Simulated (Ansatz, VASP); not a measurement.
## One calculation of ZnO, two programs

Contents of INCAR:

```
SYSTEM = ZnO
PREC     = Accurate       ! precision mode
ENCUT    = 520            ! plane-wave cutoff, eV
EDIFF    = 1E-6           ! SCF threshold, eV
ISMEAR   = 0              ! smearing method
SIGMA    = 0.05           ! smearing width, eV
LREAL    = .FALSE.        ! projectors in reciprocal space
LASPH    = .TRUE.         ! aspherical terms in the spheres
NELM     = 100            ! most SCF steps
ALGO     = Normal         ! electronic algorithm
ISIF     = 2              ! what is computed and relaxed
LWAVE    = .FALSE.        ! write WAVECAR
LCHARG   = .FALSE.        ! write CHGCAR
GGA      = CA             ! functional
NBANDS   = 16             ! bands
```

KPOINTS

```
regular mesh
0
G
  12 12 12
  0 0 0
```

File POSCAR:

```
ZnO
1.0
    0.0000000000      2.1694420000      2.1694420000
    2.1694420000      0.0000000000      2.1694420000
    2.1694420000      2.1694420000      0.0000000000
Zn O
1 1
Direct
    0.0000000000      0.0000000000      0.0000000000
    0.5000000000      0.5000000000      0.5000000000
```

Input for Ansatz:

```yaml
crystal:
  lattice:
    - [0.0, 2.169442, 2.169442]
    - [2.169442, 0.0, 2.169442]
    - [2.169442, 2.169442, 0.0]
  atoms:
    - { symbol: Zn, position: [0.0, 0.0, 0.0] }
    - { symbol: O, position: [0.5, 0.5, 0.5] }
basis:
  ecutwfc: 420
kpoints:
  mp_grid: { grid: [12, 12, 12] }
hamiltonian:
  xc: lda
scf:
  occupations: { method: gaussian, width: 0.05 }
output:
  forces: true
  stress: true
  eigenvalues: true
```

Alike in both runs: task single point; functional LDA; k mesh 12 × 12 × 12; occupations gaussian, width 0.05 eV; no spin polarisation.

|  | VASP | Ansatz |
| --- | --- | --- |
| version | VASP 6.6.1 | Ansatz 0.2.0 |
| potentials or method | VASP PAW LDA potentials, release 64 (Zn, O), cutoff 520 eV | scalar-relativistic, plane waves, PAW |
| valence electrons in the cell | 18 | 18 |

```csv
,VASP,Ansatz,Ansatz less VASP
gap on the k mesh at the Fermi level (eV),0.68,0.68,-0.001
least direct gap on the mesh (eV),1.90,1.91,+0.007
pressure (GPa),-13.9,-15.0,-1.08
```

LDA's correlation is that of Perdew and Zunger in VASP and of Perdew and Wang (1992) in Ansatz.
